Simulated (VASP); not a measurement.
A run of VASP 6.6.1 is set up as follows.

File INCAR:

```
  ALGO = Normal
  EDIFF = 1E-6
  ENCUT = 520
  GGA = CA
  ISIF = 2
  ISMEAR = 0
  LASPH = True
  LCHARG = False
  LREAL = False
  LWAVE = False
  NBANDS = 12
  NELM = 80
  PREC = Accurate
  SIGMA = 0.1
```

KPOINTS

```
k-points
0
Gamma
  16 16 16
```

File POSCAR:

```
Cd
1.0
    0.0000000000      2.1650472450      2.1650472450
    2.1650472450      0.0000000000      2.1650472450
    2.1650472450      2.1650472450      0.0000000000
Cd
1
Direct
    0.0000000000      0.0000000000      0.0000000000
```

Potentials or basis: VASP PAW LDA potentials, release 64 (Cd).

The run is started by

```sh
$ cat potpaw_LDA.64/Cd/POTCAR > POTCAR
$ mpirun -np 1 vasp_std > vasp.out
```

(1) Estimate the band gap on the k mesh.

(2) Predict the pressure.

## Answers

(1) zero (bands 6 and 7 overlap by 3.35 eV).

(2) -0.5 GPa.

Caveat: the cell differs from its parent crystal (strained).
